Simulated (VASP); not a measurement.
A run of VASP 6.6.1:

Contents of INCAR:

```
PREC = Accurate
ENCUT = 520
EDIFF = 1E-6
ISMEAR = 0
SIGMA = 0.1
LREAL = F
LASPH = T
NELM = 80
ALGO = Normal
ISIF = 2
LWAVE = F
LCHARG = T
GGA = PE
IVDW = 12
LELF = T
LVHAR = T
NBANDS = 16
```

Contents of KPOINTS:

```
regular mesh
0
Gamma
  12 12 12
```

The input POSCAR:

```
HgTe
1.0
    0.0000000000      2.9263848499      2.9263848499
    2.9263848499      0.0000000000      2.9263848499
    2.9263848499      2.9263848499      0.0000000000
Hg Te
1 1
Direct
    0.0000000000      0.0000000000      0.0000000000
    0.5000000000      0.5000000000      0.5000000000
```

Potentials or basis: VASP PAW PBE potentials, release 64 (Hg, Te).

The run is started by

```sh
$ cat potpaw_PBE.64/Hg/POTCAR potpaw_PBE.64/Te/POTCAR > POTCAR
$ mpirun -np 1 vasp_std > vasp.out
```

Hardware: 1 thread of Intel(R) Xeon(R) 6975P-C (Granite Rapids), on a shared host.

Problem. Estimate the wall time of this run.

Solution. Wall time 19 s on 1 thread of Intel(R) Xeon(R) 6975P-C (Granite Rapids) (shared host), peak memory 0.22 GiB. Counts: scf iterations 12, k points 72.
